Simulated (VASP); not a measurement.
## SbMo: single point with PBE

Crystal: SbMo.

```
Mo Sb
1.0
     0.00000    2.70857    2.70857
     2.70857    0.00000    2.70857
     2.70857    2.70857    0.00000
Mo Sb
1 1
Direct
  0.50000 0.50000 0.50000
  0.00000 0.00000 0.00000
```

This cell differs from its parent crystal: volume scaled by 0.945.

```json
{
 "Program": "VASP 6.6.1",
 "Task": "single point",
 "Functional": "PBE",
 "Potentials or basis": "VASP PAW PBE potentials, release 64 (Mo_sv, Sb)",
 "Cutoff": "520 eV",
 "k mesh": "10 × 10 × 10",
 "Occupations": "gaussian, width 0.05 eV",
 "Spin": "no spin polarisation",
 "Dipole correction": "no",
 "Further INCAR settings": "ALGO = Normal; EDIFF = 1e-06; NBANDS = 16"
}
```

```yaml
Pressure: 7.9 GPa
```

Levels at points of the mesh, in eV from the Fermi level:
```
           k point  band 7  band 8  band 9  band 10  band 11  band 12  band 13  band 14
(0.00, 0.00, 0.00)   -1.52   -1.52   -1.02    -1.02     1.32     1.32     1.32     6.94
(0.50, 0.00, 0.00)   -3.81   -3.81   -0.05    -0.05     0.74     3.99     6.47     6.47
(0.50, 0.50, 0.00)   -2.95   -1.33   -1.33    -0.31     0.54     0.54     1.67     4.39
```

Wall time 15 s on 1 thread of AMD EPYC 9R45 96-Core Processor (Zen 5), on a shared host, peak memory 0.14 GiB.

Caveat: spin-orbit coupling is left out, which moves the levels of the heavy elements.
